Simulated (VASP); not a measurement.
# BN (P6_3mc) in VASP: electric field gradients with PBE

Aim: the electric field gradients of BN with PBE.

Program: VASP 6.6.1. These are calculated values, not measurements. Logs are shortened: lines on timing, memory, paths and dates and some standing lists are left out, and cuts for length are marked.

## 1. The cell of the first run

The structure is hexagonal, space group P6_3mc (No. 186). Conventional cell: a = 2.536 Å, b = 2.536 Å, c = 4.199 Å, α = 90.00°, β = 90.00°, γ = 120.00°. B (site symmetry 3m) has 4 N at 1.56 to 1.57 Å within 2.1 Å. Within 2.1 Å of N (site symmetry 3m) lie 4 B at 1.56 to 1.57 Å.

## 2. Electric field gradients, PBE

Contents of INCAR:

```
SYSTEM = BN
  PREC = Accurate
  ENCUT = 520
  EDIFF = 1E-8
  ISMEAR = -1
  SIGMA = 0.02
  LREAL = .FALSE.
  LASPH = .TRUE.
  NELM = 80
  ALGO = Normal
  ISIF = 2
  LWAVE = .FALSE.
  LCHARG = .FALSE.
  GGA = PE
  LEFG = .TRUE.
  NBANDS = 16
```

Contents of KPOINTS:

```
Automatic mesh
0
G
  12 12 7
  0 0 0
```

Contents of POSCAR:

```
BN
1.0
    2.5360000000      0.0000000000      0.0000000000
   -1.2680000000      2.1962404240      0.0000000000
    0.0000000000      0.0000000000      4.1990000000
B N
2 2
Direct
    0.6666666667      0.3333333333      0.0002784272
    0.3333333333      0.6666666667      0.5002784272
    0.6666666667      0.3333333333      0.3747215728
    0.3333333333      0.6666666667      0.8747215728
```

Potentials or basis: VASP PAW PBE potentials, release 64 (B, N).

Run with:

```sh
> cat potpaw_PBE.64/B/POTCAR potpaw_PBE.64/N/POTCAR > POTCAR
> mpirun -np 1 vasp_std > vasp.out
```

OUTCAR:

```text
SYSTEM = BN
   PREC = Accurate
   ENCUT = 520
   EDIFF = 1E-8
   ISMEAR = -1
   LREAL = .FALSE.
   LASPH = .TRUE.
   NELM = 80
   ISIF = 2
   GGA = PE

 ion  position               nearest neighbor table
   1  0.667  0.333  0.000-   4 1.56   4 1.56   4 1.56   3 1.57
   2  0.333  0.667  0.500-   3 1.56   3 1.56   3 1.56   4 1.57
   3  0.667  0.333  0.375-   2 1.56   2 1.56   2 1.56   1 1.57
   4  0.333  0.667  0.875-   1 1.56   1 1.56   1 1.56   2 1.57

  LATTYP: Found a hexagonal cell.
 ALAT       =     2.5360000000
 C/A-ratio  =     1.6557570978

  Lattice vectors:

 A1 = (   2.5360000000,   0.0000000000,   0.0000000000)
 A2 = (  -1.2680000000,   2.1962404240,   0.0000000000)
 A3 = (   0.0000000000,   0.0000000000,   4.1990000000)

Analysis of symmetry for initial positions (statically):
=====================================================================
 Subroutine PRICEL returns:
 Original cell was already a primitive cell.

 Routine SETGRP: Setting up the symmetry group for a
 hexagonal supercell.

 Subroutine GETGRP returns: Found 12 space group operations
 (whereof  6 operations were pure point group operations)
 out of a pool of 24 trial point group operations.

The static configuration has the point symmetry C_3v.
 The point group associated with its full space group is C_6v.

Analysis of symmetry for dynamics (positions and initial velocities):
=====================================================================
 Subroutine PRICEL returns:
 Original cell was already a primitive cell.

 Routine SETGRP: Setting up the symmetry group for a
 hexagonal supercell.

 Subroutine GETGRP returns: Found 12 space group operations
 (whereof  6 operations were pure point group operations)
 out of a pool of 24 trial point group operations.

The dynamic configuration has the point symmetry C_3v.
 The point group associated with its full space group is C_6v.

 Subroutine INISYM returns: Found 12 space group operations
 (whereof  6 operations are pure point group operations),
 and found     1 'primitive' translations

----------------------------------------------------------------------------------------

                                     Primitive cell

  volume of cell :      23.3870

  direct lattice vectors                    reciprocal lattice vectors
     2.536000000  0.000000000  0.000000000     0.394321767  0.227661778  0.000000000
    -1.268000000  2.196240424  0.000000000     0.000000000  0.455323556  0.000000000
     0.000000000  0.000000000  4.199000000     0.000000000  0.000000000  0.238151941

  length of vectors
     2.536000000  2.536000000  4.199000000     0.455323556  0.455323556  0.238151941

  position of ions in fractional coordinates (direct lattice)
     0.666666667  0.333333333  0.000278427
     0.333333333  0.666666667  0.500278427
     0.666666667  0.333333333  0.374721573
     0.333333333  0.666666667  0.874721573

  ion indices of the primitive-cell ions
   primitive index   ion index
                 1           1
                 2           2
                 3           3
                 4           4

----------------------------------------------------------------------------------------

 KPOINTS: Automatic mesh

Automatic generation of k-mesh.
 Grid dimensions read from file:
 generate k-points for:   12   12    7

 Generating k-lattice:

  Cartesian coordinates                     Fractional coordinates (reciprocal lattice)
     0.032860147  0.018971815  0.000000000     0.083333333  0.000000000  0.000000000
     0.000000000  0.037943630  0.000000000     0.000000000  0.083333333  0.000000000
     0.000000000  0.000000000  0.034021706     0.000000000  0.000000000  0.142857143

  Length of vectors
     0.037943630  0.037943630  0.034021706

  Shift w.r.t. Gamma in fractional coordinates (k-lattice)
     0.000000000  0.000000000  0.000000000

 Subroutine IBZKPT returns following result:
 ===========================================

 Found     76 irreducible k-points:

 Following reciprocal coordinates:
            Coordinates               Weight
  0.000000  0.000000  0.000000      1.000000
  0.083333  0.000000  0.000000      6.000000
  0.166667  0.000000  0.000000      6.000000
  0.250000  0.000000  0.000000      6.000000
  0.333333  0.000000  0.000000      6.000000
  0.416667  0.000000  0.000000      6.000000
[... 16 lines left out ...]
  0.250000  0.000000  0.142857     12.000000
  0.333333  0.000000  0.142857     12.000000
 [... further k-points ...]
   k-points           NKPTS =     76   k-points in BZ     NKDIM =     76   number of bands    NBANDS=     16
   number of dos      NEDOS =    301   number of ions     NIONS =      4
   total plane-waves  NPLWV =  12800
   dimension x,y,z NGX =    20 NGY =   20 NGZ =   32
   dimension x,y,z NGXF=    40 NGYF=   40 NGZF=   64
   ions per type =               2   2
   NGX,Y,Z   is equivalent  to a cutoff of  13.11, 13.11, 12.67 a.u.
   NGXF,Y,Z  is equivalent  to a cutoff of  26.22, 26.22, 25.34 a.u.
 SYSTEM =  BN
   PREC   = accura    normal or accurate (medium, high low for compatibility)
   ISTART =      0    job   : 0-new  1-cont  2-samecut
   ICHARG =      2    charge: 1-file 2-atom 10-const
   ISPIN  =      1    spin polarized calculation?
   LNONCOLLINEAR =      F non collinear calculations
   LSORBIT =      F    spin-orbit coupling
   LASPH  =      T    aspherical Exc in radial PAW
   ENCUT  =  520.0 eV  38.22 Ry    6.18 a.u.   4.72  4.72  7.81*2*pi/ulx,y,z
   NELM   =     80;   NELMIN=  2; NELMDL= -5     # of ELM steps
   EDIFF  = 0.1E-07   stopping-criterion for ELM
   LREAL  =      F    real-space projection
   EDIFFG = 0.1E-06   stopping-criterion for IOM
   NSW    =      0    number of steps for IOM
   IBRION =     -1    ionic relax: 0-MD 1-quasi-New 2-CG
   NFREE  =      0    steps in history (QN), initial steepest desc. (CG)
   ISIF   =      2    stress and relaxation
   ISYM   =      2    0-nonsym 1-usesym 2-fastsym
   POTIM  = 0.5000    time-step for ionic-motion
   TEBEG  =    0.0;   TEEND  =   0.0 temperature during run
   PSTRESS=    0.0 pullay stress
   NELECT =      16.0000    total number of electrons
   NUPDOWN=      -1.0000    fix difference up-down
   EMIN   =  10.00;   EMAX   =-10.00  energy-range for DOS
   EFERMI =   0.00;   METHOD = LEGACY
   ISMEAR =    -1;   SIGMA  =   0.02  broadening in eV -4-tet -1-fermi 0-gaus
   EFERMI_NEDOS =   21; number of points for ismear=-14 and -15
   IALGO  =     38    algorithm
   IMIX   =      4    mixing-type and parameters
     AMIX     =   0.40;   BMIX     =  1.00
     AMIX_MAG =   1.60;   BMIX_MAG =  1.00
  volume/ion in A,a.u.               =       5.85        39.46
  Fermi-wavevector in a.u.,A,eV,Ry     =   1.442524  2.725976 28.312044  2.080877
  Thomas-Fermi vector in A             =   2.561035
   LORBIT       =      0    0 simple, 1 ext, 2 COOP (PROOUT), +10 PAW based schemes
   GGA     = PE    functional components
   LHFCALC =     F    Hartree Fock is set to
   AEXX    =    0.0000 exact exchange contribution
   IVDW    =     0    specifies the selected vdW correction
   LEPSILON=     F    determine dielectric tensor
   LRPA    =     F    only Hartree local field effects (RPA)
 non-spin polarized calculation
  energy-cutoff  :      520.00
  volume of cell :       23.39
 maximum number of plane-waves:       640
 NGX is ok and might be reduce to    20
   NGX =  9   NGY =  9   NGZ = 15

 number of electron      15.9999999 magnetization

 Free energy of the ion-electron system (eV)
  ---------------------------------------------------
  ext. energy  EPLUGINS =         0.00000000
  ---------------------------------------------------
  free energy    TOTEN  =       -34.81916278 eV

  energy without entropy =      -34.81916278  energy(sigma->0) =      -34.81916278

 E-fermi :   8.1090     XC(G=0): -12.8633

 val. band max:        7.6920601367   @ k =   0.0000   0.0000   0.0000
 cond. band min:      12.8547437628   @ k =   0.3333   0.3333   0.0000
 fundamental gap:      5.1626836261
 Fermi energy:         8.1090099907

 k-point     1 :       0.0000    0.0000    0.0000
  band No.  band energies     occupation
      1     -12.8375      2.00000
      2      -8.6443      2.00000
      3      -3.3328      2.00000
      4       5.5519      2.00000
      5       5.5519      2.00000
      6       7.4074      2.00000
[... 8 lines left out ...]
     15      19.6725      0.00000
     16      24.0310      0.00000

 k-point     2 :       0.0833    0.0000    0.0000
  band No.  band energies     occupation
      1     -12.6849      2.00000
      2      -8.5268      2.00000
      3      -3.1818      2.00000
      4       4.8545      2.00000
      5       5.2654      2.00000
      6       7.1134      2.00000
[... 8 lines left out ...]
     15      20.1191      0.00000
     16      23.7958      0.00000

 k-point     3 :       0.1667    0.0000    0.0000
  band No.  band energies     occupation
      1     -12.2319      2.00000
      2      -8.1906      2.00000
      3      -2.7343      2.00000
      4       3.1766      2.00000
      5       4.5937      2.00000
      6       5.6904      2.00000
[... 8 lines left out ...]
     15      21.2808      0.00000
     16      23.1150      0.00000

 k-point     4 :       0.2500    0.0000    0.0000
  band No.  band energies     occupation
      1     -11.4956      2.00000
      2      -7.6981      2.00000
      3      -2.0117      2.00000
      4       1.1876      2.00000
      5       3.8424      2.00000
      6       3.9084      2.00000
[... 8 lines left out ...]
     15      22.7828      0.00000
     16      23.2476      0.00000
[... 324 lines left out ...]
 k-point    22 :       0.1667    0.0000    0.1429
  band No.  band energies     occupation
      1     -12.1111      2.00000
      2      -8.5993      2.00000
      3      -2.1291      2.00000
      4       3.2836      2.00000
      5       4.6913      2.00000
      6       5.3623      2.00000
[... 8 lines left out ...]
     15      21.0438      0.00000
     16      23.1296      0.00000

 k-point    23 :       0.2500    0.0000    0.1429
  band No.  band energies     occupation
      1     -11.3784      2.00000
      2      -8.0601      2.00000
      3      -1.5154      2.00000
      4       1.3470      2.00000
      5       3.5774      2.00000
      6       3.9455      2.00000
[... 8 lines left out ...]
     15      22.5308      0.00000
     16      23.3248      0.00000

 k-point    24 :       0.3333    0.0000    0.1429
  band No.  band energies     occupation
      1     -10.4074      2.00000
      2      -7.4911      2.00000
      3      -1.2029      2.00000
      4       0.0763      2.00000
      5       1.7757      2.00000
      6       3.3170      2.00000
[... 8 lines left out ...]
     15      23.9477      0.00000
     16      24.0875      0.00000

 [... further k-points ...]
[... 5 lines left out ...]
  --------------------------------------------------------------------------------------
  -------------------------------------------------------------------------------------
  Total        1.2586838      1.2586838      1.0928452      0.0000000      0.0000000      0.0000000
  in kB       86.2287752     86.2287752     74.8676517      0.0000000      0.0000000      0.0000000
  external PRESSURE =      82.4417341 kB  Pullay stress =       0.0000000 kB

 VOLUME and BASIS-vectors are now :
 -----------------------------------------------------------------------------
  energy-cutoff  :      520.00
  volume of cell :       23.39
      direct lattice vectors                 reciprocal lattice vectors
     2.536000000  0.000000000  0.000000000     0.394321767  0.227661778  0.000000000
    -1.268000000  2.196240424  0.000000000     0.000000000  0.455323556  0.000000000
     0.000000000  0.000000000  4.199000000     0.000000000  0.000000000  0.238151941

 POSITION                                       TOTAL-FORCE (eV/Angst)
 -----------------------------------------------------------------------------------
      1.26800      0.73208      0.00117         0.000000      0.000000      0.002001
     -0.00000      1.46416      2.10067         0.000000      0.000000      0.002001
      1.26800      0.73208      1.57346        -0.000000     -0.000000     -0.002001
     -0.00000      1.46416      3.67296         0.000000      0.000000     -0.002001
 -----------------------------------------------------------------------------------
    total drift:                               -0.000000     -0.000000     -0.000050

  FREE ENERGIE OF THE ION-ELECTRON SYSTEM (eV)
  ---------------------------------------------------
  free  energy   TOTEN  =       -34.8191627757 eV

  energy  without entropy=      -34.8191627757  energy(sigma->0) =      -34.81916278

 Electric field gradients (V/A^2)
---------------------------------------------------------------------
 ion       V_xx      V_yy      V_zz      V_xy      V_xz      V_yz
---------------------------------------------------------------------
   1      -0.475    -0.475     0.949    -0.000    -0.000     0.000
   2      -0.475    -0.475     0.949    -0.000     0.000    -0.000
   3      -2.453    -2.455     4.908    -0.001     0.000    -0.000
   4      -2.453    -2.455     4.908    -0.001    -0.000     0.000
---------------------------------------------------------------------

 Electric field gradients after diagonalization (V/A^2)
 (convention: |V_zz| > |V_xx| > |V_yy|)
----------------------------------------------------------------------
 ion       V_xx      V_yy      V_zz     asymmetry (V_yy - V_xx)/ V_zz
----------------------------------------------------------------------
   1      -0.475    -0.475     0.949       0.000
   2      -0.475    -0.475     0.949       0.000
   3      -2.455    -2.453     4.908       0.000
   4      -2.455    -2.453     4.908       0.000
----------------------------------------------------------------------

           NMR quadrupolar parameters

 Cq : quadrupolar parameter    Cq=e*Q*V_zz/h
 eta: asymmetry parameters     (V_yy - V_xx)/ V_zz
 Q  : nuclear electric quadrupole moment in mb (millibarn)
----------------------------------------------------------------------
 ion       Cq(MHz)       eta       Q (mb)
----------------------------------------------------------------------
   1       0.002       0.000       1.000
   2       0.002       0.000       1.000
   3       0.012       0.000       1.000
   4       0.012       0.000       1.000
----------------------------------------------------------------------
```

Run time: 16 s. Hardware: 1 thread of Intel Xeon Platinum 8488C (Sapphire Rapids), shared host; peak memory 0.14 GiB.

Results:

```
Free energy            : -34.8192 eV
Pressure               : 8.2 GPa
Band gap on the k mesh : 5.16 eV, indirect (least direct gap 8.34 eV)
```

Forces in eV/Å, atoms in the order of the input:
```
B    0.000  0.000  0.002
B    0.000  0.000  0.002
N    0.000  0.000 -0.002
N    0.000  0.000 -0.002
```

Stress tensor (GPa, compression positive):
```
8.62 0.00 0.00
0.00 8.62 0.00
0.00 0.00 7.49
```

Levels at points of the mesh, in eV from the valence-band top:
```csv
k point,band 4,band 5,band 6,band 7,band 8,band 9,band 10,band 11,band 12,band 13
"(0.00, 0.00, 0.00)",-2.14,-2.14,-0.28,0.00,0.00,8.42,8.42,8.64,9.68,10.95
"(0.50, 0.00, 0.00)",-7.87,-6.97,-5.03,-4.47,-2.14,6.76,7.99,10.66,11.59,13.01
```

Electric field gradients, principal values (V/Å²):
```
atom   least  middle  greatest (by size)
 1 B  -0.475  -0.475               0.949
 2 B  -0.475  -0.475               0.949
 3 N  -2.453  -2.455               4.908
 4 N  -2.453  -2.455               4.908
```

Caveat: without QUAD_EFG the Cq values of the log hold for a quadrupole moment of 1 mb, not for the nuclei.
